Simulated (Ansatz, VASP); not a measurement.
## One calculation of SiNi, two programs

The input INCAR:

```
ALGO = Normal
EDIFF = 1E-6
ENCUT = 520
GGA = PS
ISIF = 2
ISMEAR = 0
LASPH = True
LCHARG = False
LREAL = False
LWAVE = False
NBANDS = 22
NELM = 80
PREC = Accurate
SIGMA = 0.15
```

Contents of KPOINTS:

```
k-points
0
Gamma
  16 14 10
```

The input POSCAR:

```
SiNi
1.0
    3.0266200000      0.0000000000      0.0000000000
    0.0000000000      3.2735000000      0.0000000000
    0.0000000000      0.0000000000      4.6977600000
Si Ni
2 2
Direct
    0.4826615889      0.4856950877      0.7948428265
    0.0237687057      0.0617980467      0.2449511482
    0.4807601062      0.3544274606      0.2955578170
    0.0128095992      0.0980794051      0.6646482083
```

Input for Ansatz:

```yaml
crystal:
  lattice:
    - [3.02662, 0.0, 0.0]
    - [0.0, 3.2735, 0.0]
    - [0.0, 0.0, 4.69776]
  atoms:
    - { symbol: Si, position: [0.4826615889, 0.4856950877, 0.7948428265] }
    - { symbol: Si, position: [0.0237687057, 0.0617980467, 0.2449511482] }
    - { symbol: Ni, position: [0.4807601062, 0.3544274606, 0.295557817] }
    - { symbol: Ni, position: [0.0128095992, 0.0980794051, 0.6646482083] }
basis:
  ecutwfc: 420
kpoints:
  mp_grid: { grid: [16, 14, 10] }
hamiltonian:
  xc: pbesol
scf:
  occupations: { method: gaussian, width: 0.15 }
output:
  forces: true
  stress: true
  eigenvalues: true
```

Change from the starting cell: all atoms moved at random (sigma 0.22 Å a component).

Alike in both runs: task single point; functional PBEsol; k mesh 16 × 14 × 10; occupations gaussian, width 0.15 eV; no spin polarisation.

|  | VASP | Ansatz |
| --- | --- | --- |
| version | VASP 6.6.1 | Ansatz 0.2.0 |
| potentials or method | VASP PAW PBE potentials, release 64 (Si, Ni), cutoff 520 eV | scalar-relativistic, plane waves, PAW |
| valence electrons in the cell | 28 | 44 |

VASP gave:

| Quantity | Value |
| --- | --- |
| gap on the k mesh at the Fermi level (eV) | none |
| rms of the force components (eV/Å) | 6.084 |

Q: Which values does Ansatz return?

A: gap on the k mesh at the Fermi level (eV): none; rms of the force components (eV/Å): 5.997.

VASP's potentials were made for PBE, not for PBEsol. Atom by atom the forces differ by 0.090 eV/Å (rms over components). A gap of «none» marks a metal or a gap that the smearing closes. The functional is the same, so the differences come from potentials, cutoffs and numerics. VASP's potentials hold 28 valence electrons a cell and Ansatz's 44, so a difference there can come from the potentials and not from the codes.
